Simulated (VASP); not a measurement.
Set up this calculation in VASP 6.6.1, as the native input.

```yaml
Task: single point
Functional: PBEsol
Potentials_or_basis: VASP PAW PBE potentials, release 64 (Al, Ni)
Cutoff: 520 eV
k_mesh: 4 × 4 × 4
Occupations: gaussian, width 0.1 eV
Spin: no spin polarisation
Dipole_correction: no
Further_INCAR_settings: ALGO = Fast; EDIFF = 1e-07; NBANDS = 24
```

The structure of AlNi3 lies in POSCAR:

```
AlNi3
1.0
    0.0091803197      2.8086990902      2.8014686452
    2.8035150590      0.0061289969      2.8045199680
    2.8105818206      2.8188171747     -0.0009377647
Al Ni
1 3
Direct
    0.5179937806      0.4754529908      0.4812022906
    0.2347094222      0.2129657574      0.2359009799
    0.0527018359     -0.0376585175      0.0301498793
    0.7728995969      0.7206613382      0.8016672262
```

One way to write it, as run:

INCAR

```
SYSTEM = AlNi3
PREC     = Accurate       ! precision mode
ENCUT    = 520            ! plane-wave cutoff, eV
EDIFF    = 1E-7           ! SCF threshold, eV
ISMEAR   = 0              ! smearing method
SIGMA    = 0.1            ! smearing width, eV
LREAL    = .FALSE.        ! projectors in reciprocal space
LASPH    = .TRUE.         ! aspherical terms in the spheres
NELM     = 60             ! most SCF steps
ALGO     = Fast           ! electronic algorithm
ISIF     = 2              ! what is computed and relaxed
LWAVE    = .FALSE.        ! write WAVECAR
LCHARG   = .FALSE.        ! write CHGCAR
GGA      = PS             ! functional
NBANDS   = 24             ! bands
```

KPOINTS

```
regular mesh
0
G
  4 4 4
  0 0 0
```

Potentials or basis: VASP PAW PBE potentials, release 64 (Al, Ni).

Launch:

```console
$ cat potpaw_PBE.64/Al/POTCAR potpaw_PBE.64/Ni/POTCAR > POTCAR
$ mpirun -np 1 vasp_std > vasp.out
```

Results of the run:

```json
{
  "Pressure": "7.9 GPa",
  "Largest force": "3.650 eV/Å",
  "Band gap on the k mesh": "zero (an odd number of electrons rules out a gap without spin polarisation)"
}
```

Caveat: the k points lie up to 0.49 Å⁻¹ apart, too coarse for converged energies and pressures of a metal; the PAW data sets were made with another functional, which shifts forces and pressure a little.

Run time: 60 s on 1 thread of Intel(R) Xeon(R) 6975P-C (Granite Rapids) (shared host), peak memory 0.18 GiB.
